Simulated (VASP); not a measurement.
# Hg (Fm-3m) in VASP: a series of runs

The runs below take Hg through single point, relaxation of cell and atoms, with PBE+D3(BJ).

All numbers are computed with VASP 6.6.1; they aren't measurements. Logs are shortened: lines on timing, memory, paths and dates and some standing lists are left out, and cuts for length are marked.

## 1. The cell of the first run

The structure is cubic, space group Fm-3m (No. 225). The conventional cell has a = 4.725 Å, b = 4.725 Å, c = 4.725 Å, α = 90.00°, β = 90.00°, γ = 90.00°. Within 4.4 Å of Hg (site symmetry m-3m) lie 12 Hg at 3.34 Å.

## 2. Single point, PBE+D3(BJ) (volume scaled by 1.06)

The input, INCAR:

```
SYSTEM = Hg
PREC = Accurate
ENCUT = 520
EDIFF = 1E-6
ISMEAR = 0
SIGMA = 0.1
LREAL = .FALSE.
LASPH = .TRUE.
NELM = 60
ALGO = Normal
ISIF = 2
LWAVE = .FALSE.
LCHARG = .FALSE.
GGA = PE
IVDW = 12
NBANDS = 12
```

The input, KPOINTS:

```
regular mesh
0
G
  16 16 16
  0 0 0
```

The input, POSCAR:

```
Hg
1.0
    0.0000000000      2.3623140936      2.3623140936
    2.3623140936      0.0000000000      2.3623140936
    2.3623140936      2.3623140936      0.0000000000
Hg
1
Direct
    0.0000000000      0.0000000000      0.0000000000
```

Potentials or basis: VASP PAW PBE potentials, release 64 (Hg).

Started as:

```sh
cat potpaw_PBE.64/Hg/POTCAR > POTCAR
mpirun -np 1 vasp_std > vasp.out
```

OUTCAR:

```text
SYSTEM = Hg
   PREC = Accurate
   ENCUT = 520
   EDIFF = 1E-6
   ISMEAR = 0
   LREAL = .FALSE.
   LASPH = .TRUE.
   NELM = 60
   ISIF = 2
   GGA = PE
   IVDW = 12
 IVDW          = 12

 ion  position               nearest neighbor table
   1  0.000  0.000  0.000-

  LATTYP: Found a face centered cubic cell.
 ALAT       =     4.7246281872

  Lattice vectors:

 A1 = (   0.0000000000,   2.3623140936,   2.3623140936)
 A2 = (   2.3623140936,   0.0000000000,   2.3623140936)
 A3 = (   2.3623140936,   2.3623140936,   0.0000000000)

Analysis of symmetry for initial positions (statically):
=====================================================================
 Subroutine PRICEL returns:
 Original cell was already a primitive cell.

 Routine SETGRP: Setting up the symmetry group for a
 face centered cubic supercell.

 Subroutine GETGRP returns: Found 48 space group operations
 (whereof 48 operations were pure point group operations)
 out of a pool of 48 trial point group operations.

The static configuration has the point symmetry O_h .

Analysis of symmetry for dynamics (positions and initial velocities):
=====================================================================
 Subroutine PRICEL returns:
 Original cell was already a primitive cell.

 Routine SETGRP: Setting up the symmetry group for a
 face centered cubic supercell.

 Subroutine GETGRP returns: Found 48 space group operations
 (whereof 48 operations were pure point group operations)
 out of a pool of 48 trial point group operations.

The dynamic configuration has the point symmetry O_h .

 Subroutine INISYM returns: Found 48 space group operations
 (whereof 48 operations are pure point group operations),
 and found     1 'primitive' translations

----------------------------------------------------------------------------------------

                                     Primitive cell

  volume of cell :      26.3659

  direct lattice vectors                    reciprocal lattice vectors
     0.000000000  2.362314094  2.362314094    -0.211656867  0.211656867  0.211656867
     2.362314094  0.000000000  2.362314094     0.211656867 -0.211656867  0.211656867
     2.362314094  2.362314094  0.000000000     0.211656867  0.211656867 -0.211656867

  length of vectors
     3.340816630  3.340816630  3.340816630     0.366600447  0.366600447  0.366600447

  position of ions in fractional coordinates (direct lattice)
     0.000000000  0.000000000  0.000000000

  ion indices of the primitive-cell ions
   primitive index   ion index
                 1           1

----------------------------------------------------------------------------------------

 KPOINTS: regular mesh

Automatic generation of k-mesh.
 Grid dimensions read from file:
 generate k-points for:   16   16   16

 Generating k-lattice:

  Cartesian coordinates                     Fractional coordinates (reciprocal lattice)
    -0.013228554  0.013228554  0.013228554     0.062500000  0.000000000  0.000000000
     0.013228554 -0.013228554  0.013228554     0.000000000  0.062500000  0.000000000
     0.013228554  0.013228554 -0.013228554     0.000000000  0.000000000  0.062500000

  Length of vectors
     0.022912528  0.022912528  0.022912528

  Shift w.r.t. Gamma in fractional coordinates (k-lattice)
     0.000000000  0.000000000  0.000000000

 Subroutine IBZKPT returns following result:
 ===========================================

 Found    145 irreducible k-points:

 Following reciprocal coordinates:
            Coordinates               Weight
  0.000000  0.000000  0.000000      1.000000
  0.062500  0.000000  0.000000      8.000000
  0.125000  0.000000  0.000000      8.000000
  0.187500  0.000000  0.000000      8.000000
  0.250000  0.000000  0.000000      8.000000
  0.312500  0.000000  0.000000      8.000000
[... 16 lines left out ...]
 -0.125000  0.062500  0.000000     24.000000
 -0.062500  0.062500  0.000000     12.000000
 [... further k-points ...]
   k-points           NKPTS =    145   k-points in BZ     NKDIM =    145   number of bands    NBANDS=     12
   number of dos      NEDOS =    301   number of ions     NIONS =      1
   total plane-waves  NPLWV =  21952
   dimension x,y,z NGX =    28 NGY =   28 NGZ =   28
   dimension x,y,z NGXF=    56 NGYF=   56 NGZF=   56
   ions per type =               1
   NGX,Y,Z   is equivalent  to a cutoff of  13.93, 13.93, 13.93 a.u.
   NGXF,Y,Z  is equivalent  to a cutoff of  27.87, 27.87, 27.87 a.u.
 SYSTEM =  Hg
   PREC   = accura    normal or accurate (medium, high low for compatibility)
   ISTART =      0    job   : 0-new  1-cont  2-samecut
   ICHARG =      2    charge: 1-file 2-atom 10-const
   ISPIN  =      1    spin polarized calculation?
   LNONCOLLINEAR =      F non collinear calculations
   LSORBIT =      F    spin-orbit coupling
   LASPH  =      T    aspherical Exc in radial PAW
   ENCUT  =  520.0 eV  38.22 Ry    6.18 a.u.   6.21  6.21  6.21*2*pi/ulx,y,z
   NELM   =     60;   NELMIN=  2; NELMDL= -5     # of ELM steps
   EDIFF  = 0.1E-05   stopping-criterion for ELM
   LREAL  =      F    real-space projection
   EDIFFG = 0.1E-04   stopping-criterion for IOM
   NSW    =      0    number of steps for IOM
   IBRION =     -1    ionic relax: 0-MD 1-quasi-New 2-CG
   NFREE  =      0    steps in history (QN), initial steepest desc. (CG)
   ISIF   =      2    stress and relaxation
   ISYM   =      2    0-nonsym 1-usesym 2-fastsym
   POTIM  = 0.5000    time-step for ionic-motion
   TEBEG  =    0.0;   TEEND  =   0.0 temperature during run
   PSTRESS=    0.0 pullay stress
   NELECT =      12.0000    total number of electrons
   NUPDOWN=      -1.0000    fix difference up-down
   EMIN   =  10.00;   EMAX   =-10.00  energy-range for DOS
   EFERMI =   0.00;   METHOD = LEGACY
   ISMEAR =     0;   SIGMA  =   0.10  broadening in eV -4-tet -1-fermi 0-gaus
   EFERMI_NEDOS =   21; number of points for ismear=-14 and -15
   IALGO  =     38    algorithm
   IMIX   =      4    mixing-type and parameters
     AMIX     =   0.40;   BMIX     =  1.00
     AMIX_MAG =   1.60;   BMIX_MAG =  1.00
  volume/ion in A,a.u.               =      26.37       177.93
  Fermi-wavevector in a.u.,A,eV,Ry     =   1.259276  2.379687 21.575794  1.585776
  Thomas-Fermi vector in A             =   2.392844
   LORBIT       =      0    0 simple, 1 ext, 2 COOP (PROOUT), +10 PAW based schemes
   GGA     = PE    functional components
   LHFCALC =     F    Hartree Fock is set to
   AEXX    =    0.0000 exact exchange contribution
   IVDW    =    12    specifies the selected vdW correction
   LEPSILON=     F    determine dielectric tensor
   LRPA    =     F    only Hartree local field effects (RPA)
 non-spin polarized calculation
 Gauss-broadening in eV      SIGMA  =   0.10
  energy-cutoff  :      520.00
  volume of cell :       26.37
 maximum number of plane-waves:       725
 NGX is ok and might be reduce to    28
   NGX = 13   NGY = 13   NGZ = 13

 number of electron      11.9999999 magnetization

 Free energy of the ion-electron system (eV)
  ---------------------------------------------------
  ext. energy  EPLUGINS =         0.00000000
  ---------------------------------------------------
  free energy    TOTEN  =        -0.14833547 eV

  energy without entropy =       -0.14713935  energy(sigma->0) =       -0.14773741

 E-fermi :   1.7176     XC(G=0): -10.2530

 val. band max:        1.6825806358   @ k =  -0.4375   0.0625   0.0000
 cond. band min:       1.8330410349   @ k =  -0.3750   0.4375   0.0625
 fundamental gap:      0.1504603992
 Fermi energy:         1.7176451298

 k-point     1 :       0.0000    0.0000    0.0000
  band No.  band energies     occupation
      1      -6.2641      2.00000
      2      -4.7613      2.00000
      3      -4.7613      2.00000
      4      -4.7613      2.00000
      5      -4.2563      2.00000
      6      -4.2563      2.00000
      7      15.2561      0.00000
      8      15.6785      0.00000
      9      15.6785      0.00000
     10      15.6785      0.00000
     11      19.6409      0.00000
     12      20.6037      0.00000

 k-point     2 :       0.0625    0.0000    0.0000
  band No.  band energies     occupation
      1      -6.1733      2.00000
      2      -4.7698      2.00000
      3      -4.7430      2.00000
      4      -4.7430      2.00000
      5      -4.2610      2.00000
      6      -4.2610      2.00000
      7      14.5049      0.00000
      8      15.3397      0.00000
      9      15.6059      0.00000
     10      15.6059      0.00000
     11      19.8048      0.00000
     12      20.6957      0.00000

 k-point     3 :       0.1250    0.0000    0.0000
  band No.  band energies     occupation
      1      -5.9170      2.00000
      2      -4.7755      2.00000
      3      -4.6979      2.00000
      4      -4.6979      2.00000
      5      -4.2662      2.00000
      6      -4.2662      2.00000
      7      12.4267      0.00000
      8      15.3951      0.00000
      9      15.3951      0.00000
     10      15.4044      0.00000
     11      19.4416      0.00000
     12      20.7247      0.00000
[... 286 lines left out ...]
 k-point    23 :      -0.1250    0.0625    0.0000
  band No.  band energies     occupation
      1      -5.7303      2.00000
      2      -4.8080      2.00000
      3      -4.6671      2.00000
      4      -4.6368      2.00000
      5      -4.3162      2.00000
      6      -4.2050      2.00000
      7      11.7063      0.00000
      8      13.5844      0.00000
      9      15.9582      0.00000
     10      16.1092      0.00000
     11      18.6175      0.00000
     12      20.0611      0.00000

 k-point    24 :      -0.0625    0.0625    0.0000
  band No.  band energies     occupation
      1      -6.0257      2.00000
      2      -4.7925      2.00000
      3      -4.7189      2.00000
      4      -4.6987      2.00000
      5      -4.2903      2.00000
      6      -4.2419      2.00000
      7      13.7044      0.00000
      8      14.2106      0.00000
      9      15.6982      0.00000
     10      15.9781      0.00000
     11      19.3800      0.00000
     12      20.6382      0.00000

 [... further k-points ...]

------------------------ aborting loop because EDIFF is reached ----------------------------------------

 Edisp (eV)   -0.39714

 E8    (eV) :    -0.1802

  FORCE on cell =-STRESS in cart. coord.  units (eV):
  Direction    XX          YY          ZZ          XY          YZ          ZX
  --------------------------------------------------------------------------------------
  -------------------------------------------------------------------------------------
  Total      -0.11279    -0.11279    -0.11279     0.00000     0.00000     0.00000
  in kB      -6.85395    -6.85395    -6.85395     0.00000     0.00000     0.00000
  external pressure =       -6.85 kB  Pullay stress =        0.00 kB

 VOLUME and BASIS-vectors are now :
 -----------------------------------------------------------------------------
  energy-cutoff  :      520.00
  volume of cell :       26.37
      direct lattice vectors                 reciprocal lattice vectors
     0.000000000  2.362314094  2.362314094    -0.211656867  0.211656867  0.211656867
     2.362314094  0.000000000  2.362314094     0.211656867 -0.211656867  0.211656867
     2.362314094  2.362314094  0.000000000     0.211656867  0.211656867 -0.211656867

 POSITION                                       TOTAL-FORCE (eV/Angst)
 -----------------------------------------------------------------------------------
      0.00000      0.00000      0.00000         0.000000     -0.000000      0.000000
 -----------------------------------------------------------------------------------
    total drift:                               -0.000000     -0.000000     -0.000000

  FREE ENERGIE OF THE ION-ELECTRON SYSTEM (eV)
  ---------------------------------------------------
  free  energy   TOTEN  =        -0.5454763031 eV

  energy  without entropy=       -0.5442801883  energy(sigma->0) =       -0.54487825
```

Wall time 17 s (1 thread of Intel Xeon 6975P-C (Granite Rapids), shared host); peak memory 0.19 GiB.

What came out:

```yaml
Free_energy: -0.5455 eV
Pressure: -0.7 GPa
Band_gap_on_the_k_mesh: zero (band 6 reaches 1.95 eV, above the bottom of band 7 at 0.78 eV)
Dispersion_energy_per_atom: -0.397 eV
```

Caveat: spin-orbit coupling is left out, which moves the levels of the heavy elements; pairwise dispersion overbinds metals, which lowers pressure and volume.

(Continued in part 2 of 2.)
